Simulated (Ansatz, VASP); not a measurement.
Al2Au in VASP and in Ansatz

```
Al Au
1.0
     0.00000    3.00111    3.00111
     3.00111    0.00000    3.00111
     3.00111    3.00111    0.00000
Al Au
2 1
Direct
  0.25000 0.25000 0.25000
  0.75000 0.75000 0.75000
  0.00000 0.00000 0.00000
```

Alike in both runs: task single point; functional PBEsol; k mesh 12 × 12 × 12; occupations gaussian, width 0.1 eV; no spin polarisation.

|  | VASP | Ansatz |
| --- | --- | --- |
| version | VASP 6.6.1 | Ansatz 0.2.0 |
| potentials or method | VASP PAW PBE potentials, release 64 (Al, Au), cutoff 520 eV | scalar-relativistic, plane waves, PAW |
| valence electrons in the cell | 17 | 25 |

```tsv
	VASP	Ansatz	Ansatz less VASP
gap on the k mesh at the Fermi level (eV)	none	none	-
pressure (GPa)	-0.2	0.0	+0.19
```

VASP's potentials were made for PBE, not for PBEsol, and Ansatz warns of the same on its side. A gap of «none» marks a metal or a gap that the smearing closes. With one functional, cell and mesh, what is left measures potentials, basis and numerics. VASP's potentials hold 17 valence electrons a cell and Ansatz's 25, so a difference there can come from the potentials and not from the codes.

Spin-orbit coupling is off throughout.
